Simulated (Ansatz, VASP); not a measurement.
**One calculation of ZrGa2Se2, two programs**

The input INCAR:

```
SYSTEM = ZrGa2Se2
ALGO = Normal ; EDIFF = 1E-6
EDIFFG = -0.04 ; ENCUT = 600
GGA = PE ; IBRION = 2
ISIF = 3 ; ISMEAR = 0
LASPH = .TRUE. ; LCHARG = .FALSE.
LREAL = .FALSE. ; LWAVE = .FALSE.
NELM = 80 ; NSW = 90
PREC = Accurate ; SIGMA = 0.1
```

KPOINTS

```
k-points
0
G
  6 6 4
  0 0 0
```

Contents of POSCAR:

```
ZrGa2Se2
1.0
    4.1609433100      0.0000000000      0.0000000000
   -2.0804716600      3.6034826100      0.0000000000
    0.0000000000      0.0000000000      7.1793665600
Zr Ga Se
1 2 2
Direct
    0.0000000000      0.0000000000      0.0000000000
    0.3333333300      0.6666666700      0.5000000000
    0.6666666700      0.3333333300      0.5000000000
    0.3333333300      0.6666666700      0.0000000000
    0.6666666700      0.3333333300      0.0000000000
```

Input for Ansatz:

```yaml
crystal:
  lattice:
    - [4.16094331, 0.0, 0.0]
    - [-2.08047166, 3.60348261, 0.0]
    - [0.0, 0.0, 7.17936656]
  atoms:
    - { symbol: Zr, position: [0.0, 0.0, 0.0] }
    - { symbol: Ga, position: [0.33333333, 0.66666667, 0.5] }
    - { symbol: Ga, position: [0.66666667, 0.33333333, 0.5] }
    - { symbol: Se, position: [0.33333333, 0.66666667, 0.0] }
    - { symbol: Se, position: [0.66666667, 0.33333333, 0.0] }
basis:
  ecutwfc: 420
kpoints:
  mp_grid: { grid: [6, 6, 4] }
hamiltonian:
  xc: pbe
scf:
  occupations: { method: gaussian, width: 0.1 }
  lower_state_search: "off"
output:
  forces: true
  stress: true
  eigenvalues: true
relax:
  adjacent_minimum: "off"
  f_tol: 0.04
  max_steps: 70
  cell: { stress_tol: 0.4 }
```

Alike in both runs: task relaxation of cell and atoms; functional PBE; k mesh 6 × 6 × 4; occupations gaussian, width 0.1 eV; no spin polarisation.

|  | VASP | Ansatz |
| --- | --- | --- |
| version | VASP 6.6.1 | Ansatz 0.2.0 |
| potentials or method | VASP PAW PBE potentials, release 64 (Zr_sv, Ga_d, Se), cutoff 600 eV | scalar-relativistic, plane waves, PAW |
| valence electrons in the cell | 50 | 70 |

|  | VASP | Ansatz | Ansatz less VASP |
| --- | --- | --- | --- |
| gap on the k mesh at the Fermi level, each at its own relaxed structure (eV) | none | none | - |
| relaxed volume (Å³/atom) | 23.22 | 23.20 | -0.014 |
| relaxed cell length with the largest relative difference (Å) | 5.571 | 5.580 | +0.0090 |

A gap of «none» marks a metal or a gap that the smearing closes. VASP's potentials hold 50 valence electrons a cell and Ansatz's 70, so a difference there can come from the potentials and not from the codes.
